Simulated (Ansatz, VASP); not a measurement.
One calculation of WS2, two programs

INCAR

```
SYSTEM = WS2
  ALGO = Normal
  DIPOL = 0.5 0.5 0.500
  EDIFF = 1E-6
  ENCUT = 520
  GGA = PE
  IDIPOL = 3
  ISIF = 2
  ISMEAR = 0
  IVDW = 12
  LASPH = .TRUE.
  LCHARG = .FALSE.
  LDIPOL = .TRUE.
  LREAL = .FALSE.
  LWAVE = .FALSE.
  NBANDS = 20
  NELM = 60
  PREC = Accurate
  SIGMA = 0.02
```

KPOINTS

```
k-points
0
G
  12 12 1
  0 0 0
```

File POSCAR:

```
WS2
1.0
    2.9700000000      0.0000000000      0.0000000000
   -1.4850000000      2.5720954492      0.0000000000
    0.0000000000      0.0000000000     32.2910878415
S W
2 1
Direct
    0.3333333333      0.6666666667      0.4486606861
    0.3333333333      0.6666666667      0.5513515590
    0.6666666667      0.3333333333      0.5000061201
```

Input for Ansatz:

```yaml
crystal:
  lattice:
    - [2.97, 0.0, 0.0]
    - [-1.485, 2.5720954492, 0.0]
    - [0.0, 0.0, 32.2910878415]
  atoms:
    - { symbol: S, position: [0.3333333333, 0.6666666667, 0.4486606861] }
    - { symbol: W, position: [0.6666666667, 0.3333333333, 0.5000061201] }
    - { symbol: S, position: [0.3333333333, 0.6666666667, 0.551351559] }
  periodic: [true, true, false]
basis:
  ecutwfc: 420
kpoints:
  mp_grid: { grid: [12, 12, 1] }
hamiltonian:
  xc: pbe
  pseudopotentials: { kind: paw, azcp: { folder: soft_1 } }
  dispersion: d3bj
scf:
  occupations: { method: gaussian, width: 0.02 }
output:
  forces: true
  stress: true
  eigenvalues: true
```

Alike in both runs: task single point; functional PBE; dispersion D3(BJ); k mesh 12 × 12 × 1; occupations gaussian, width 0.02 eV; no spin polarisation.

|  | VASP | Ansatz |
| --- | --- | --- |
| version | VASP 6.6.1 | Ansatz 0.2.0 |
| potentials or method | VASP PAW PBE potentials, release 64 (S, W_sv), cutoff 520 eV | scalar-relativistic, plane waves, PAW |
| valence electrons in the cell | 26 | 26 |

```csv
,VASP,Ansatz,Ansatz less VASP
gap on the k mesh at the Fermi level (eV),1.56,1.56,0.000
least direct gap on the mesh (eV),2.38,2.38,-0.003
rms of the force components (eV/Å),0.090,0.091,+0.0008
```

Spin-orbit coupling is off throughout.
